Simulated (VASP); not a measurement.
# Ta3N (P-3m1) in VASP: further runs, part 2 of 2

VASP 6.6.1.

**3. Relaxation of cell and atoms, PBEsol**

This run uses another cell than the first one, of 14.98 Å³/atom.

Input file INCAR:

```
SYSTEM = Ta3N
  PREC = Accurate
  ENCUT = 600
  EDIFF = 1E-6
  ISMEAR = -1
  SIGMA = 0.05
  LREAL = .False.
  LASPH = .True.
  NELM = 100
  ALGO = Normal
  ISIF = 3
  LWAVE = .False.
  LCHARG = .False.
  GGA = PS
  IBRION = 2
  NSW = 60
  EDIFFG = -0.01
```

Input file KPOINTS:

```
regular mesh
0
Gamma
  10 10 4
  0 0 0
```

Input file POSCAR:

```
Ta3N
1.0
    3.0322239879      0.0000000000      0.0000000000
   -1.5161119940      2.6259830035      0.0000000000
    0.0000000000      0.0000000000      7.5241370000
Ta N
3 1
Direct
    0.6666666667      0.3333333333      0.8260700000
    0.3333333333      0.6666666667      0.1739300000
    0.0000000000      0.0000000000      0.5000000000
    0.0000000000      0.0000000000      0.0000000000
```

Potentials or basis: VASP PAW PBE potentials, release 64 (Ta_pv, N).

Started as:

```
$ cat potpaw_PBE.64/Ta_pv/POTCAR potpaw_PBE.64/N/POTCAR > POTCAR
$ mpirun -np 1 vasp_std > vasp.out
```

OUTCAR:

```text
SYSTEM = Ta3N
   PREC = Accurate
   ENCUT = 600
   EDIFF = 1E-6
   ISMEAR = -1
   LREAL = .False.
   LASPH = .True.
   NELM = 100
   ISIF = 3
   GGA = PS
   IBRION = 2
   NSW = 60
   EDIFFG = -0.01

 ion  position               nearest neighbor table
   1  0.667  0.333  0.826-   4 2.19   4 2.19   4 2.19   3 3.01   3 3.01   3 3.01   2 3.15   2 3.15
                             2 3.15
   2  0.333  0.667  0.174-   4 2.19   4 2.19   4 2.19   3 3.01   3 3.01   3 3.01   1 3.15   1 3.15
                             1 3.15
   3  0.000  0.000  0.500-   1 3.01   2 3.01   1 3.01   2 3.01   1 3.01   2 3.01
   4  0.000  0.000  0.000-   1 2.19   2 2.19   1 2.19   2 2.19   1 2.19   2 2.19

  LATTYP: Found a hexagonal cell.
 ALAT       =     3.0322239879
 C/A-ratio  =     2.4813922158

  Lattice vectors:

 A1 = (   3.0322239879,   0.0000000000,   0.0000000000)
 A2 = (  -1.5161119940,   2.6259830035,   0.0000000000)
 A3 = (   0.0000000000,   0.0000000000,   7.5241370000)

Analysis of symmetry for initial positions (statically):
[... 176 lines left out ...]

  energy without entropy =      -48.36688354  energy(sigma->0) =      -48.37945327

------------------------ aborting loop because EDIFF is reached ----------------------------------------

  FORCE on cell =-STRESS in cart. coord.  units (eV):
  Direction    XX          YY          ZZ          XY          YZ          ZX
  --------------------------------------------------------------------------------------
  -------------------------------------------------------------------------------------
  Total       -2.9827119     -2.9827119     -2.7737622      0.0000000      0.0000000      0.0000000
  in kB      -79.7649325    -79.7649325    -74.1771119      0.0000000      0.0000000      0.0000000
  external PRESSURE =     -77.9023257 kB  Pullay stress =       0.0000000 kB
[... 291 lines left out ...]
--------------------------------------- Ionic step        9  -------------------------------------------

 number of electron      37.9999996 magnetization

 Free energy of the ion-electron system (eV)
  ---------------------------------------------------
  ext. energy  EPLUGINS =         0.00000000
  ---------------------------------------------------
  free energy    TOTEN  =       -48.43911272 eV

  energy without entropy =      -48.41422852  energy(sigma->0) =      -48.42667062

 E-fermi :   6.7425     XC(G=0): -12.9659

 val. band max:        6.7374837500   @ k =   0.2000   0.0000   0.2500
 cond. band min:       6.7494022875   @ k =   0.2000   0.2000   0.0000
 fundamental gap:      0.0119185375
 Fermi energy:         6.7424725566

 k-point     1 :       0.0000    0.0000    0.0000
  band No.  band energies     occupation
      1     -28.3777      2.00000
      2     -28.0419      2.00000
      3     -27.6612      2.00000
      4     -27.6612      2.00000
      5     -27.6278      2.00000
      6     -27.6278      2.00000
[... 613 lines left out ...]
     22       9.8353      0.00000
     23      11.1616      0.00000

 [... further k-points ...]
[... 5 lines left out ...]
  --------------------------------------------------------------------------------------
  -------------------------------------------------------------------------------------
  Total       -0.0079458     -0.0079458     -0.0067887      0.0000000      0.0000000      0.0000000
  in kB       -0.2190154     -0.2190154     -0.1871208      0.0000000      0.0000000      0.0000000
  external PRESSURE =      -0.2083838 kB  Pullay stress =       0.0000000 kB
[... 19 lines left out ...]
  FREE ENERGIE OF THE ION-ELECTRON SYSTEM (eV)
  ---------------------------------------------------
  free  energy   TOTEN  =       -48.4391127188 eV

  energy  without entropy=      -48.4142285169  energy(sigma->0) =      -48.42667062

 reached required accuracy - stopping structural energy minimisation
```

OSZICAR:

```text
N       E                     dE             d eps       ncg     rms          rms(c)
DAV:   1     0.352236868312E+03    0.35224E+03   -0.23590E+04  2300   0.192E+03
DAV:   2    -0.343198134511E+02   -0.38656E+03   -0.38242E+03  2580   0.503E+02
DAV:   3    -0.518522157718E+02   -0.17532E+02   -0.17194E+02  2998   0.941E+01
[... 75 lines left out ...]
DAV:   2    -0.484391663448E+02    0.19658E-03   -0.42810E-04  2405   0.178E-01    0.680E-02
DAV:   3    -0.484391219048E+02    0.44440E-04   -0.33445E-04  2915   0.133E-01    0.193E-02
DAV:   4    -0.484391110308E+02    0.10874E-04   -0.10189E-04  2918   0.532E-02    0.134E-02
DAV:   5    -0.484391122515E+02   -0.12207E-05   -0.60188E-06  2385   0.152E-02    0.529E-03
DAV:   6    -0.484391127188E+02   -0.46733E-06   -0.64146E-07  1430   0.648E-03
   9 F= -.48439113E+02 E0= -.48426671E+02  d E =-.147762E-04
```

Run time: 2.6 min. Hardware: 1 thread of Intel Xeon 6975P-C (Granite Rapids), shared host; peak memory 0.23 GiB.

Results:

- Free energy: -48.4391 eV
- Relaxed volume: 14.53 Å³/atom
- Relaxed cell: a = 2.999 Å, b = 2.999 Å, c = 7.463 Å, α = 90.00°, β = 90.00°, γ = 120.00°
- Space group after relaxing (to 0.1 Å): P-3m1 (No. 164)
- Energy gained by relaxing: 11.8 meV/atom
- Ionic steps: 9
- Pressure after relaxing: 0.0 GPa
- Largest force after relaxing: 0.006 eV/Å
- Band gap on the k mesh: zero (bands 19 and 20 overlap by 0.70 eV)

Forces in eV/Å, atoms in the order of the input:
```
Ta   0.000  0.000 -0.006
Ta   0.000  0.000  0.006
Ta   0.000  0.000  0.000
N    0.000  0.000  0.000
```

Step by step:
```
step  energy change (eV)  largest force (eV/Å)  pressure (GPa)  volume (Å³)
   1              0.0000                0.3420           -7.79        59.91
   2              0.2716                0.9146           24.69        53.82
   3             -0.0468                0.0620           -0.18        58.15
   4             -0.0468                0.0540           -0.02        58.11
   5             -0.0468                0.0477            0.15        58.07
   6             -0.0471                0.0050            0.16        58.09
   7             -0.0471                0.0106            0.14        58.10
   8             -0.0470                0.0062           -0.27        58.19
   9             -0.0471                0.0062           -0.02        58.13
```

Final structure:
```yaml
crystal:
  lattice:
    - [2.99888, 0.00000, 0.00000]
    - [-1.49944, 2.59711, 0.00000]
    - [0.00000, 0.00000, 7.46315]
  atoms:
    - { symbol: Ta, position: [0.66667, 0.33333, 0.82697] }
    - { symbol: Ta, position: [0.33333, 0.66667, 0.17303] }
    - { symbol: Ta, position: [0.00000, 0.00000, 0.50000] }
    - { symbol: N, position: [0.00000, 0.00000, 0.00000] }
```

Levels at points of the mesh, in eV from the Fermi level:
```csv
k point,band 16,band 17,band 18,band 19,band 20,band 21,band 22,band 23
"(0.00, 0.00, 0.00)",-1.37,-0.51,-0.51,-0.38,0.29,0.29,0.99,1.94
"(0.50, 0.00, 0.00)",-3.19,-1.14,-0.54,0.23,0.74,0.98,3.64,4.17
"(0.00, 0.00, 0.50)",-1.29,-1.19,-0.30,-0.30,0.57,0.57,1.26,1.34
"(0.50, 0.00, 0.50)",-2.99,-1.28,-1.27,0.22,0.99,1.32,2.51,4.55
```

Caveat: the PAW data sets were made with another functional, which shifts forces and pressure a little; spin-orbit coupling is left out, which moves the levels of the heavy elements.

**4. Relaxation of cell and atoms, PBEsol+U**

This run uses another cell than the first one, of 14.98 Å³/atom.

Input file INCAR:

```
SYSTEM = Ta3N
PREC = Accurate
ENCUT = 600
EDIFF = 1E-6
ISMEAR = -1
SIGMA = 0.05
LREAL = .FALSE.
LASPH = .TRUE.
NELM = 150
ALGO = Normal
ISIF = 3
LWAVE = .FALSE.
LCHARG = .FALSE.
LMAXMIX = 4
LDAU = .TRUE.
LDAUTYPE = 2
LDAUL = 2 -1
LDAUU = 1 0
LDAUJ = 0 0
LDAUPRINT = 1
GGA = PS
IBRION = 2
NSW = 60
EDIFFG = -0.01
```

Input file KPOINTS:

```
regular mesh
0
G
  10 10 4
  0 0 0
```

POSCAR is that of step 3.

Started as:

```
$ cat potpaw_PBE.64/Ta_pv/POTCAR potpaw_PBE.64/N/POTCAR > POTCAR
$ mpirun -np 1 vasp_std > vasp.out
```

It took 2.7 min on 1 thread of Intel Xeon 6975P-C (Granite Rapids), shared host; peak memory 0.23 GiB.

It converged, with:

```yaml
Free_energy: -45.7362 eV
Relaxed_volume: 14.70 Å³/atom
Relaxed_cell: a = 3.011 Å, b = 3.011 Å, c = 7.491 Å, α = 90.00°, β = 90.00°, γ = 120.00°
Space_group_after_relaxing_to_0.1_Å: P-3m1 (No. 164)
Energy_gained_by_relaxing: 4.7 meV/atom
Ionic_steps: 9
Pressure_after_relaxing: 0.0 GPa
Band_gap_on_the_k_mesh: zero (bands 19 and 20 overlap by 0.65 eV)
```

Forces in eV/Å, atoms in the order of the input:
```
Ta   0.000  0.000 -0.003
Ta   0.000  0.000  0.003
Ta   0.000  0.000  0.000
N    0.000  0.000  0.000
```

The path:
| step | energy change (eV) | largest force (eV/Å) | pressure (GPa) | volume (Å³) |
| --- | --- | --- | --- | --- |
| 1 | 0.0000 | 0.2449 | -4.89 | 59.91 |
| 2 | 0.1024 | 0.5138 | 14.24 | 56.03 |
| 3 | -0.0186 | 0.0599 | -0.03 | 58.79 |
| 4 | -0.0186 | 0.0555 | 0.06 | 58.77 |
| 5 | -0.0186 | 0.0514 | 0.16 | 58.75 |
| 6 | -0.0188 | 0.0028 | 0.13 | 58.78 |
| 7 | -0.0188 | 0.0061 | 0.13 | 58.78 |
| 8 | -0.0188 | 0.0089 | -0.22 | 58.87 |
| 9 | -0.0188 | 0.0027 | -0.01 | 58.80 |

Final structure:
```cif
data_structure
_symmetry_space_group_name_H-M 'P 1'
_symmetry_Int_Tables_number 1
_cell_length_a 3.0107
_cell_length_b 3.0107
_cell_length_c 7.4905
_cell_angle_alpha 90.000
_cell_angle_beta 90.000
_cell_angle_gamma 120.000
_cell_volume 58.80
loop_
_atom_site_label
_atom_site_type_symbol
_atom_site_fract_x
_atom_site_fract_y
_atom_site_fract_z
_atom_site_occupancy
Ta1 Ta 0.66667 0.33333 0.82684 1
Ta2 Ta 0.33333 0.66667 0.17316 1
Ta3 Ta 0.00000 0.00000 0.50000 1
N1 N 0.00000 0.00000 0.00000 1
```

Levels at points of the mesh, in eV from the Fermi level:
```csv
k point,band 17,band 18,band 19,band 20,band 21,band 22
"(0.00, 0.00, 0.00)",-0.47,-0.47,-0.37,0.32,0.32,0.96
"(0.50, 0.00, 0.00)",-1.22,-0.55,0.19,0.78,0.87,3.60
"(0.00, 0.00, 0.50)",-1.20,-0.26,-0.26,0.59,0.59,1.24
"(0.50, 0.00, 0.50)",-1.37,-1.27,0.13,0.96,1.33,2.52
```

Eigenvalues of the final occupation matrices:
```tsv
site	spin	trace	eigenvalues
site 1 d	1	1.20	0.22 0.22 0.25 0.25 0.26
site 1 d	2	1.20	0.22 0.22 0.25 0.25 0.26
site 2 d	1	1.20	0.22 0.22 0.25 0.25 0.26
site 2 d	2	1.20	0.22 0.22 0.25 0.25 0.26
site 3 d	1	1.12	0.16 0.16 0.25 0.25 0.29
site 3 d	2	1.12	0.16 0.16 0.25 0.25 0.29
```

Caveat: the PAW data sets were made with another functional, which shifts forces and pressure a little; spin-orbit coupling is left out, which moves the levels of the heavy elements; U without spin polarisation on a metal has little footing.

**5. Overview**

```csv
task,level,U,cell,cutoff (eV),gap on the mesh (eV),pressure (GPa),relaxed volume (Å³/atom),largest force (eV/Å)
single point,PBEsol+U,Ta d U = 8.0 eV,"a = 3.053, b = 3.053, c = 7.864 Å, angles 90.0, 90.0, 120.0°, 4 atoms, atomic positions A",520,none,3.8,-,1.21
relaxation of cell and atoms,PBEsol,-,"relaxed from a = 3.032, b = 3.032, c = 7.524 Å, angles 90.0, 90.0, 120.0°, 4 atoms, atomic positions B",600,none,0.0,14.53,0.01
relaxation of cell and atoms,PBEsol+U,Ta d U = 1.0 eV,"relaxed from a = 3.032, b = 3.032, c = 7.524 Å, angles 90.0, 90.0, 120.0°, 4 atoms, atomic positions B",600,none,0.0,14.70,-
```

Alike in all rows: potentials or basis VASP PAW PBE potentials, release 64 (Ta_pv, N); no spin polarisation; k mesh 10 × 10 × 4; smearing fermi-dirac 0.05 eV.

Caveats: the PAW data sets were made with another functional, which shifts forces and pressure a little; spin-orbit coupling is left out, which moves the levels of the heavy elements; U without spin polarisation on a metal has little footing (at least some runs); the stress differs along the axes, from 0 to 6 GPa (at least some runs).

Total energies depend on the potentials used, so only differences within one code and one set of settings carry meaning.

The gap in the log of VASP goes by the Fermi energy; the results here count the filled bands.